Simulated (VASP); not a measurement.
Here is a VASP 6.6.1 calculation.

The input POSCAR:

```
Al3GaSb4
1.0
   -3.0836769008      3.0836769008      6.1671252330
    3.0836769008     -3.0836769008      6.1671252330
    3.0836769008      3.0836769008     -6.1671252330
Al Sb Ga
3 4 1
Direct
    0.7500000000      0.2500000000      0.5000000000
    0.5000000000      0.5000000000      0.0000000000
    0.2500000000      0.7500000000      0.5000000000
    0.1243126567      0.6262127479      0.0000000000
    0.8756873433      0.8756873433      0.5019000912
    0.6262127479      0.1243126567      0.0000000000
    0.3737872521      0.3737872521      0.4980999088
    0.0000000000      0.0000000000      0.0000000000
```

The input INCAR.step1:

```
SYSTEM = Al3GaSb4
PREC = Accurate
ENCUT = 550
ISMEAR = 0
SIGMA = 0.01
LREAL = .False.
LASPH = .True.
NELM = 120
NBANDS = 31
GGA = PE
ALGO = Normal
EDIFF = 1E-5
LWAVE = .True.
LCHARG = .False.
GGA_COMPAT = .False.
```

File INCAR.step2:

```
SYSTEM = Al3GaSb4
PREC = Accurate
ENCUT = 550
EDIFF = 1E-6
ISMEAR = 0
SIGMA = 0.01
LREAL = .False.
LASPH = .True.
NELM = 120
ALGO = Normal
ISIF = 2
LWAVE = .False.
LCHARG = .True.
METAGGA = R2SCAN
LMIXTAU = .True.
LELF = .True.
LVHAR = .True.
NBANDS = 31
ISTART = 1
GGA_COMPAT = .False.
```

Contents of KPOINTS:

```
Automatic mesh
0
Gamma
  6 6 6
  0 0 0
```

Potentials or basis: VASP PAW PBE potentials, release 64 (Al, Sb, Ga_d).

Command:

```console
$ cat potpaw_PBE.64/Al/POTCAR potpaw_PBE.64/Sb/POTCAR potpaw_PBE.64/Ga_d/POTCAR > POTCAR
$ cp INCAR.step1 INCAR
$ mpirun -np 1 vasp_std > vasp.out
$ cp INCAR.step2 INCAR
$ mpirun -np 1 vasp_std > vasp.out
```

**Question.** Estimate the largest force.

**Answer.** 0.004 eV/Å.

**Question.** What does it give for the band gap on the k mesh?

**Answer.** 1.12 eV (least direct gap 1.34 eV).

**Question.** What does it give for the pressure?

**Answer.** 0.1 GPa.

Forces in eV/Å, atoms in the order of the input:
```
Al   0.000  0.000  0.000
Al   0.000  0.000  0.000
Al   0.000  0.000  0.000
Sb   0.003 -0.003  0.001
Sb   0.003  0.003 -0.001
Sb  -0.003  0.003  0.001
Sb  -0.003 -0.003 -0.001
Ga   0.000  0.000  0.000
```

Caveat: the PAW data sets were made with another functional, which shifts forces and pressure a little; spin-orbit coupling is left out, which moves the levels of the heavy elements. A k mesh can miss the band edges.
